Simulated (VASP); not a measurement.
A run of VASP 6.6.1 is set up as follows.

The input INCAR:

```
PREC = Accurate
ENCUT = 520
EDIFF = 1E-6
ISMEAR = 0
SIGMA = 0.1
LREAL = F
LASPH = T
NELM = 80
ALGO = Fast
ISIF = 2
LWAVE = F
LCHARG = F
GGA = PE
NBANDS = 32
```

Contents of KPOINTS:

```
Automatic mesh
0
Gamma
  12 12 12
```

POSCAR

```
Sc3Ru
1.0
    4.2985337465      0.0000000000      0.0000000000
    0.0000000000      4.2985337465      0.0000000000
    0.0000000000      0.0000000000      4.2985337465
Sc Ru
3 1
Direct
    0.0000000000      0.5000000000      0.5000000000
    0.5000000000      0.0000000000      0.5000000000
    0.5000000000      0.5000000000      0.0000000000
    0.0000000000      0.0000000000      0.0000000000
```

Potentials or basis: VASP PAW PBE potentials, release 64 (Sc_sv, Ru_pv).

Launch:

```console
$ cat potpaw_PBE.64/Sc_sv/POTCAR potpaw_PBE.64/Ru_pv/POTCAR > POTCAR
$ mpirun -np 1 vasp_std > vasp.out
```

Q: What does it give for the pressure?

A: 0.1 GPa.

Q: Estimate the band gap on the k mesh.

A: Zero (an odd number of electrons rules out a gap without spin polarisation).
